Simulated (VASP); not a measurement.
Wanted: the native input for a VASP 6.6.1 run.

- Task: single point
- Functional: PBEsol
- Potentials or basis: VASP PAW PBE potentials, release 64 (Mg, O)
- Cutoff: 520 eV
- k mesh: 5 × 5 × 5
- Occupations: gaussian, width 0.01 eV
- Spin: no spin polarisation
- Dipole correction: no
- Further INCAR settings: ALGO = Normal; EDIFF = 1e-06; NBANDS = 40

The structure of MgO2 lies in POSCAR:

```
MgO2
1.0
    4.8411171242      0.0000000000      0.0000000000
    0.0000000000      4.8411171242      0.0000000000
    0.0000000000      0.0000000000      4.8411171242
Mg O
4 8
Direct
    0.0000000000      0.5000000000      0.5000000000
    0.5000000000      0.5000000000      0.0000000000
    0.5000000000      0.0000000000      0.5000000000
    0.0000000000      0.0000000000      0.0000000000
    0.4116402348      0.0883597652      0.9116402348
    0.0883597652      0.9116402348      0.4116402348
    0.9116402348      0.4116402348      0.0883597652
    0.5883597652      0.5883597652      0.5883597652
    0.4116402348      0.4116402348      0.4116402348
    0.0883597652      0.5883597652      0.9116402348
    0.9116402348      0.0883597652      0.5883597652
    0.5883597652      0.9116402348      0.0883597652
```

These files were run (other wordings do the same):

INCAR

```
PREC     = Accurate       # precision mode
ENCUT    = 520            # plane-wave cutoff, eV
EDIFF    = 1E-6           # SCF threshold, eV
ISMEAR   = 0              # smearing method
SIGMA    = 0.01           # smearing width, eV
LREAL    = F              # projectors in reciprocal space
LASPH    = T              # aspherical terms in the spheres
NELM     = 80             # most SCF steps
ALGO     = Normal         # electronic algorithm
ISIF     = 2              # what is computed and relaxed
LWAVE    = F              # write WAVECAR
LCHARG   = T              # write CHGCAR
GGA      = PS             # functional
LELF     = T              # ELF
LVHAR    = T            
NBANDS   = 40             # bands
```

KPOINTS

```
Automatic mesh
0
Gamma
  5 5 5
```

Potentials or basis: VASP PAW PBE potentials, release 64 (Mg, O).

Command:

```bash
$ cat potpaw_PBE.64/Mg/POTCAR potpaw_PBE.64/O/POTCAR > POTCAR
$ mpirun -np 1 vasp_std > vasp.out
```

Results of the run:

```json
{
  "Pressure": "-0.1 GPa",
  "Largest force": "0.200 eV/Å",
  "Band gap on the k mesh": "3.95 eV (least direct gap 4.05 eV)"
}
```

Caveat: the PAW data sets were made with another functional, which shifts forces and pressure a little; an odd mesh through Γ misses points on the zone boundary, where band edges can lie.

Wall time 62 s on 1 thread of Intel Xeon 8259CL, on a shared host, peak memory 0.21 GiB.
